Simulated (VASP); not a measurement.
Set up this calculation in VASP 6.6.1, as the native input.

```
Task                   : electric field gradients
Functional             : PBEsol
Potentials or basis    : VASP PAW PBE potentials, release 64 (K_sv, Cl)
Cutoff                 : 400 eV
k mesh                 : 7 × 7 × 7
Occupations            : fermi-dirac, width 0.01 eV
Spin                   : no spin polarisation
Dipole correction      : no
Further INCAR settings : ALGO = Normal; EDIFF = 1e-08; NBANDS = 15
```

The structure of KCl lies in POSCAR:

```
KCl
1.0
    3.6340000000     -0.0181700000     -0.0181700000
   -0.0181700000      3.6340000000     -0.0181700000
   -0.0181700000     -0.0181700000      3.6340000000
K Cl
1 1
Direct
    0.0000000000      0.0000000000      0.0000000000
    0.5000000000      0.5000000000      0.5000000000
```

This cell differs from its parent crystal: equal xy, yz and zx shear strains of -1 %.

These files were run (other wordings do the same):

INCAR

```
SYSTEM = KCl
  PREC = Accurate
  ENCUT = 400
  EDIFF = 1E-8
  ISMEAR = -1
  SIGMA = 0.01
  LREAL = .False.
  LASPH = .True.
  NELM = 120
  ALGO = Normal
  ISIF = 2
  LWAVE = .False.
  LCHARG = .False.
  GGA = PS
  LEFG = .True.
  NBANDS = 15
  GGA_COMPAT = .False.
```

KPOINTS

```
Automatic mesh
0
Gamma
  7 7 7
  0 0 0
```

Potentials or basis: VASP PAW PBE potentials, release 64 (K_sv, Cl).

Launch:

```bash
$ cat potpaw_PBE.64/K_sv/POTCAR potpaw_PBE.64/Cl/POTCAR > POTCAR
$ mpirun -np 1 vasp_std > vasp.out
```

It gave:

| Quantity | Value |
| --- | --- |
| Pressure | 2.4 GPa |
| Band gap on the k mesh | 5.39 eV (least direct gap 5.60 eV) |
| Largest electric field gradient by atom | K -2.4; Cl -0.9 V/Å² |

Caveat: the cell differs from its parent crystal (equal xy, yz and zx shear strains of -1 %); without QUAD_EFG the Cq values of the log hold for a quadrupole moment of 1 mb, not for the nuclei; the PAW data sets were made with another functional, which shifts forces and pressure a little.

It took 23 s on 1 thread of Intel Xeon 8259CL, with other jobs on the host, peak memory 0.15 GiB.
